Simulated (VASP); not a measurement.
Crystal: AlPt.

```
Al Pt
1.0
     3.06016    0.00000    0.00000
     0.00000    3.06016    0.00000
     0.00000    0.00000    3.06016
Al Pt
1 1
Direct
  0.00000 0.00000 0.00000
  0.50000 0.50000 0.50000
```

Base run:

| Item | Value |
| --- | --- |
| Program | VASP 6.6.1 |
| Functional | PBEsol |
| Dispersion | D3(BJ) |
| Potentials or basis | VASP PAW PBE potentials, release 64 (Al, Pt) |
| Cutoff | 520 eV |
| k mesh | 14 × 14 × 14 |
| Occupations | gaussian, width 0.1 eV |
| Spin | no spin polarisation |

Its results: pressure -6.3 GPa.

Question: The run is repeated on the same cell with these changes: potentials or basis from VASP PAW PBE potentials, release 64 (Al, Pt) to VASP PAW PBE potentials, release 64 (Al, Pt_sv_GW); cutoff from 520 eV to 500 eV; further incar settings from ALGO = Normal; EDIFF = 1e-06; NBANDS = 14 to ALGO = Normal; EDIFF = 1e-06; NBANDS = 18; valence electrons from 13 to 21. What comes out?

Answer: Pressure -8.0 GPa.

Caveats: three body term missing; the PAW data sets were made with another functional, which shifts forces and pressure a little; pairwise dispersion overbinds metals, which lowers pressure and volume.
